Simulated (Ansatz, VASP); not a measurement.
# Sr3Mo in VASP and in Ansatz

```
Sr Mo
1.0
     5.19923    0.00000    0.00000
     0.00000    5.19923    0.00000
     0.00000    0.00000    5.19923
Sr Mo
3 1
Cartesian
  0.0000 2.5996 2.5996
  2.5996 0.0000 2.5996
  2.5996 2.5996 0.0000
  0.0000 0.0000 0.0000
```

Alike in both runs: functional PBE; k mesh 10 × 10 × 10; occupations gaussian, width 0.1 eV; no spin polarisation.

Ansatz relaxed the structure, and its values are those at the end. VASP's run is a single point on that final structure, the one shown.

|  | VASP | Ansatz |
| --- | --- | --- |
| version | VASP 6.6.1 | Ansatz 0.2.0 |
| potentials or method | VASP PAW PBE potentials, release 64 (Sr_sv, Mo_sv), cutoff 520 eV | scalar-relativistic, plane waves, PAW |
| valence electrons in the cell | 44 | 44 |

|  | VASP | Ansatz | Ansatz less VASP |
| --- | --- | --- | --- |
| gap on the k mesh at the Fermi level (eV) | none | none | - |
| pressure (GPa) | 0.1 | 0.0 | -0.07 |

A gap of «none» marks a metal or a gap that the smearing closes. With one functional, cell and mesh, what is left measures potentials, basis and numerics.
